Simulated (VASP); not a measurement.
# Au (P6/mmm) in VASP: relaxation of shape and atoms at fixed volume with PBE

Aim: the relaxation of shape and atoms at fixed volume of Au with PBE.

Everything below comes from runs of VASP 6.6.1. Logs are shortened: lines on timing, memory, paths and dates and some standing lists are left out, and cuts for length are marked.

### Step 1. The cell of the first run

The structure is hexagonal, space group P6/mmm (No. 191). Conventional cell: a = 4.593 Å, b = 4.593 Å, c = 2.711 Å, α = 90.00°, β = 90.00°, γ = 120.00°. Within 3.6 Å of Au (site symmetry 6/mmm) lie 14 Au at 2.71 to 2.98 Å. Within 3.5 Å of Au (site symmetry -6m2) lie 11 Au at 2.65 to 2.98 Å.

This isn't the form of Au at room conditions, which is fcc.

### Step 2. Relaxation of shape and atoms at fixed volume, PBE

File INCAR:

```
PREC = Accurate ; ENCUT = 600
EDIFF = 1E-6 ; ISMEAR = -1
SIGMA = 0.08 ; LREAL = F
LASPH = T ; NELM = 60
ALGO = Normal ; ISIF = 4
LWAVE = F ; LCHARG = F
GGA = PE ; IBRION = 2
NSW = 50 ; EDIFFG = -0.005
```

File KPOINTS:

```
Automatic mesh
0
Gamma
  9 9 12
```

File POSCAR:

```
Au
1.0
    4.5926577986      0.0000000000      0.0000000000
   -2.2963288993      3.9773583244      0.0000000000
    0.0000000000      0.0000000000      2.7107578111
Au
3
Direct
    0.0000000000      0.0000000000      0.0000000000
    0.3333333333      0.6666666667      0.5000000000
    0.6666666667      0.3333333333      0.5000000000
```

Potentials or basis: VASP PAW PBE potentials, release 64 (Au).

On the command line:

```bash
> cat potpaw_PBE.64/Au/POTCAR > POTCAR
> mpirun -np 1 vasp_std > vasp.out
```

OUTCAR:

```text
PREC = Accurate
   ENCUT = 600
   EDIFF = 1E-6
   ISMEAR = -1
   LREAL = F
   LASPH = T
   NELM = 60
   ISIF = 4
   GGA = PE
   IBRION = 2
   NSW = 50
   EDIFFG = -0.005

 ion  position               nearest neighbor table
   1  0.000  0.000  0.000-   2 2.98   3 2.98   2 2.98   3 2.98   2 2.98   2 2.98   3 2.98   3 2.98
                             3 2.98   3 2.98   2 2.98   2 2.98
   2  0.333  0.667  0.500-   3 2.65   3 2.65   3 2.65   1 2.98   1 2.98   1 2.98   1 2.98   1 2.98
                             1 2.98
   3  0.667  0.333  0.500-   2 2.65   2 2.65   2 2.65   1 2.98   1 2.98   1 2.98   1 2.98   1 2.98
                             1 2.98

  LATTYP: Found a hexagonal cell.
 ALAT       =     4.5926577986
 C/A-ratio  =     0.5902372722

  Lattice vectors:

 A1 = (   4.5926577986,   0.0000000000,   0.0000000000)
 A2 = (  -2.2963288993,   3.9773583244,   0.0000000000)
 A3 = (   0.0000000000,   0.0000000000,   2.7107578111)

Analysis of symmetry for initial positions (statically):
=====================================================================
 Subroutine PRICEL returns:
 Original cell was already a primitive cell.

 Routine SETGRP: Setting up the symmetry group for a
 hexagonal supercell.

 Subroutine GETGRP returns: Found 24 space group operations
 (whereof 24 operations were pure point group operations)
 out of a pool of 24 trial point group operations.

The static configuration has the point symmetry D_6h.

Analysis of symmetry for dynamics (positions and initial velocities):
=====================================================================
 Subroutine PRICEL returns:
 Original cell was already a primitive cell.

 Routine SETGRP: Setting up the symmetry group for a
 hexagonal supercell.

 Subroutine GETGRP returns: Found 24 space group operations
 (whereof 24 operations were pure point group operations)
 out of a pool of 24 trial point group operations.

The dynamic configuration has the point symmetry D_6h.

 Subroutine INISYM returns: Found 24 space group operations
 (whereof 24 operations are pure point group operations),
 and found     1 'primitive' translations

----------------------------------------------------------------------------------------

                                     Primitive cell

  volume of cell :      49.5165

  direct lattice vectors                    reciprocal lattice vectors
     4.592657799  0.000000000  0.000000000     0.217738844  0.125711580  0.000000000
    -2.296328899  3.977358324  0.000000000     0.000000000  0.251423160  0.000000000
     0.000000000  0.000000000  2.710757811     0.000000000  0.000000000  0.368900533

  length of vectors
     4.592657799  4.592657799  2.710757811     0.251423160  0.251423160  0.368900533

  position of ions in fractional coordinates (direct lattice)
     0.000000000  0.000000000  0.000000000
     0.333333333  0.666666667  0.500000000
     0.666666667  0.333333333  0.500000000

  ion indices of the primitive-cell ions
   primitive index   ion index
                 1           1
                 2           2
                 3           3

----------------------------------------------------------------------------------------

 KPOINTS: Automatic mesh

Automatic generation of k-mesh.
 Grid dimensions read from file:
 generate k-points for:    9    9   12

 Generating k-lattice:

  Cartesian coordinates                     Fractional coordinates (reciprocal lattice)
     0.024193205  0.013967953  0.000000000     0.111111111 -0.000000000  0.000000000
     0.000000000  0.027935907  0.000000000     0.000000000  0.111111111  0.000000000
     0.000000000  0.000000000  0.030741711     0.000000000  0.000000000  0.083333333

  Length of vectors
     0.027935907  0.027935907  0.030741711

  Shift w.r.t. Gamma in fractional coordinates (k-lattice)
     0.000000000  0.000000000  0.000000000

 Subroutine IBZKPT returns following result:
 ===========================================

 Found     84 irreducible k-points:

 Following reciprocal coordinates:
            Coordinates               Weight
  0.000000  0.000000  0.000000      1.000000
  0.111111  0.000000  0.000000      6.000000
  0.222222  0.000000  0.000000      6.000000
  0.333333  0.000000  0.000000      6.000000
  0.444444  0.000000  0.000000      6.000000
  0.111111  0.111111  0.000000      6.000000
[... 16 lines left out ...]
  0.333333  0.222222  0.083333     24.000000
  0.333333  0.333333  0.083333      4.000000
 [... further k-points ...]
   k-points           NKPTS =     84   k-points in BZ     NKDIM =     84   number of bands    NBANDS=     20
   number of dos      NEDOS =    301   number of ions     NIONS =      3
   total plane-waves  NPLWV =  38400
   dimension x,y,z NGX =    40 NGY =   40 NGZ =   24
   dimension x,y,z NGXF=    80 NGYF=   80 NGZF=   48
   ions per type =               3
   NGX,Y,Z   is equivalent  to a cutoff of  14.48, 14.48, 14.72 a.u.
   NGXF,Y,Z  is equivalent  to a cutoff of  28.96, 28.96, 29.44 a.u.
 SYSTEM =  unknown system
   PREC   = accura    normal or accurate (medium, high low for compatibility)
   ISTART =      0    job   : 0-new  1-cont  2-samecut
   ICHARG =      2    charge: 1-file 2-atom 10-const
   ISPIN  =      1    spin polarized calculation?
   LNONCOLLINEAR =      F non collinear calculations
   LSORBIT =      F    spin-orbit coupling
   LASPH  =      T    aspherical Exc in radial PAW
   ENCUT  =  600.0 eV  44.10 Ry    6.64 a.u.   9.17  9.17  5.41*2*pi/ulx,y,z
   NELM   =     60;   NELMIN=  2; NELMDL= -5     # of ELM steps
   EDIFF  = 0.1E-05   stopping-criterion for ELM
   LREAL  =      F    real-space projection
   EDIFFG = -.5E-02   stopping-criterion for IOM
   NSW    =     50    number of steps for IOM
   IBRION =      2    ionic relax: 0-MD 1-quasi-New 2-CG
   NFREE  =      1    steps in history (QN), initial steepest desc. (CG)
   ISIF   =      4    stress and relaxation
   ISYM   =      2    0-nonsym 1-usesym 2-fastsym
   POTIM  = 0.5000    time-step for ionic-motion
   TEBEG  =    0.0;   TEEND  =   0.0 temperature during run
   PSTRESS=    0.0 pullay stress
   NELECT =      33.0000    total number of electrons
   NUPDOWN=      -1.0000    fix difference up-down
   EMIN   =  10.00;   EMAX   =-10.00  energy-range for DOS
   EFERMI =   0.00;   METHOD = LEGACY
   ISMEAR =    -1;   SIGMA  =   0.08  broadening in eV -4-tet -1-fermi 0-gaus
   EFERMI_NEDOS =   21; number of points for ismear=-14 and -15
   IALGO  =     38    algorithm
   IMIX   =      4    mixing-type and parameters
     AMIX     =   0.40;   BMIX     =  1.00
     AMIX_MAG =   1.60;   BMIX_MAG =  1.00
  volume/ion in A,a.u.               =      16.51       111.38
  Fermi-wavevector in a.u.,A,eV,Ry     =   1.429979  2.702268 27.821733  2.044840
  Thomas-Fermi vector in A             =   2.549874
   LORBIT       =      0    0 simple, 1 ext, 2 COOP (PROOUT), +10 PAW based schemes
   GGA     = PE    functional components
   LHFCALC =     F    Hartree Fock is set to
   AEXX    =    0.0000 exact exchange contribution
   IVDW    =     0    specifies the selected vdW correction
   LEPSILON=     F    determine dielectric tensor
   LRPA    =     F    only Hartree local field effects (RPA)
 conjugate gradient relaxation of ions
 non-spin polarized calculation
  energy-cutoff  :      600.00
  volume of cell :       49.52
 maximum number of plane-waves:      1673
 NGX is ok and might be reduce to    40
   NGX = 19   NGY = 19   NGZ = 11

--------------------------------------- Ionic step        1  -------------------------------------------

 number of electron      33.0000002 magnetization

 Free energy of the ion-electron system (eV)
  ---------------------------------------------------
  ext. energy  EPLUGINS =         0.00000000
  ---------------------------------------------------
  free energy    TOTEN  =        -9.20468910 eV

  energy without entropy =       -9.18850150  energy(sigma->0) =       -9.19659530

------------------------ aborting loop because EDIFF is reached ----------------------------------------

  FORCE on cell =-STRESS in cart. coord.  units (eV):
  Direction    XX          YY          ZZ          XY          YZ          ZX
  --------------------------------------------------------------------------------------
  -------------------------------------------------------------------------------------
  Total        5.7256647      5.7256647      6.0157805      0.0000000     -0.0000000      0.0000000
  in kB      185.2622638    185.2622638    194.6493864      0.0000000     -0.0000000      0.0000000
  external PRESSURE =     188.3913047 kB  Pullay stress =       0.0000000 kB
[... 59 lines left out ...]
  energy  without entropy=       -9.1883473274  energy(sigma->0) =       -9.19661994

--------------------------------------- Ionic step        3  -------------------------------------------

 number of electron      33.0000002 magnetization

 Free energy of the ion-electron system (eV)
  ---------------------------------------------------
  ext. energy  EPLUGINS =         0.00000000
  ---------------------------------------------------
  free energy    TOTEN  =        -9.20497768 eV

  energy without entropy =       -9.18856851  energy(sigma->0) =       -9.19677309

 E-fermi :  10.0453     XC(G=0): -12.8983

 val. band max:       10.0175658396   @ k =   0.3333   0.3333   0.3333
 cond. band min:      10.1180499815   @ k =   0.2222   0.1111   0.0833
 fundamental gap:      0.1004841419
 Fermi energy:        10.0452545104

 k-point     1 :       0.0000    0.0000    0.0000
  band No.  band energies     occupation
      1      -0.1800      2.00000
      2       2.7216      2.00000
      3       4.0357      2.00000
      4       4.5360      2.00000
      5       4.7143      2.00000
      6       4.7143      2.00000
[... 12 lines left out ...]
     19      15.3915      0.00000
[... 513 lines left out ...]
      4       4.0116      2.00000
      5       4.0116      2.00000
      6       4.3148      2.00000
[... 12 lines left out ...]
     19      18.3866      0.00000
     20      18.8206      0.00000

 [... further k-points ...]
[... 5 lines left out ...]
  --------------------------------------------------------------------------------------
  -------------------------------------------------------------------------------------
  Total        5.8186023      5.8186023      5.8142526      0.0000000     -0.0000000      0.0000000
  in kB      188.2693974    188.2693974    188.1286571      0.0000000     -0.0000000      0.0000000
  external PRESSURE =     188.2224840 kB  Pullay stress =       0.0000000 kB
[... 18 lines left out ...]
  FREE ENERGIE OF THE ION-ELECTRON SYSTEM (eV)
  ---------------------------------------------------
  free  energy   TOTEN  =        -9.2049776774 eV

  energy  without entropy=       -9.1885685052  energy(sigma->0) =       -9.19677309

 reached required accuracy - stopping structural energy minimisation
```

It took 1.7 min on 1 thread of Intel Xeon Platinum 8488C (Sapphire Rapids), shared host; peak memory 0.24 GiB.

Results:

| Item | Value |
| --- | --- |
| Free energy | -9.2050 eV |
| Energy gained by relaxing | 0.1 meV/atom |
| Ionic steps | 3 |
| Pressure after relaxing | 18.8 GPa |
| Band gap on the k mesh | zero (an odd number of electrons rules out a gap without spin polarisation) |

Step by step:
| step | energy change (eV) | largest force (eV/Å) | pressure (GPa) | volume (Å³) |
| --- | --- | --- | --- | --- |
| 1 | 0.0000 | 0.0000 | 18.84 | 49.52 |
| 2 | -0.0002 | 0.0000 | 18.82 | 49.52 |
| 3 | -0.0003 | 0.0000 | 18.82 | 49.52 |

Final structure:
```xyz
3
Lattice="4.5881 0.0000 0.0000 -2.2940 3.9734 0.0000 0.0000 0.0000 2.7162" Properties=species:S:1:pos:R:3 pbc="T T T"
Au   -2.2940    3.9734    0.0000
Au    0.0000    2.6489    1.3581
Au    2.2940    1.3245    1.3581
```

Caveat: spin-orbit coupling is left out, which moves the levels of the heavy elements.
